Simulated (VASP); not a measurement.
Input of a VASP 6.6.1 run:

File POSCAR:

```
TiCo
1.0
    2.9251528449      0.0000000000      0.0000000000
    0.0000000000      2.9251528449      0.0000000000
    0.0000000000      0.0000000000      2.9251528449
Co Ti
1 1
Direct
    0.5000000000      0.5000000000      0.5000000000
    0.0000000000      0.0000000000      0.0000000000
```

The input INCAR.step1:

```
SYSTEM = TiCo
ALGO = Normal ; EDIFF = 1E-4
ENCUT = 520 ; GGA = PE
ISMEAR = -1 ; ISPIN = 2
LASPH = .True. ; LCHARG = .False.
LMAXMIX = 4 ; LREAL = .False.
LWAVE = .True. ; MAGMOM = 2 1
NBANDS = 22 ; NELM = 150
PREC = Accurate ; SIGMA = 0.05
```

Contents of INCAR.step2:

```
SYSTEM = TiCo
ALGO = Normal ; EDIFF = 1E-6
ENCUT = 520 ; ISIF = 2
ISMEAR = -1 ; ISPIN = 2
ISTART = 1 ; LASPH = .True.
LCHARG = .False. ; LMAXMIX = 4
LMIXTAU = .True. ; LORBIT = 11
LREAL = .False. ; LWAVE = .False.
MAGMOM = 2 1 ; METAGGA = R2SCAN
NBANDS = 22 ; NELM = 150
PREC = Accurate ; SIGMA = 0.05
```

KPOINTS

```
k-points
0
Gamma
  9 9 9
  0 0 0
```

Potentials or basis: VASP PAW PBE potentials, release 64 (Co, Ti_sv).

Run with:

```bash
$ cat potpaw_PBE.64/Co/POTCAR potpaw_PBE.64/Ti_sv/POTCAR > POTCAR
$ cp INCAR.step1 INCAR
$ mpirun -np 1 vasp_std > vasp.out
$ cp INCAR.step2 INCAR
$ mpirun -np 1 vasp_std > vasp.out
```

(1) Predict the site moments.

(2) What does it give for the pressure?

Answers

(1) Co +1.24; Ti -0.20 μB.

(2) 11.9 GPa.

Caveat: the PAW data sets were made with another functional, which shifts forces and pressure a little.
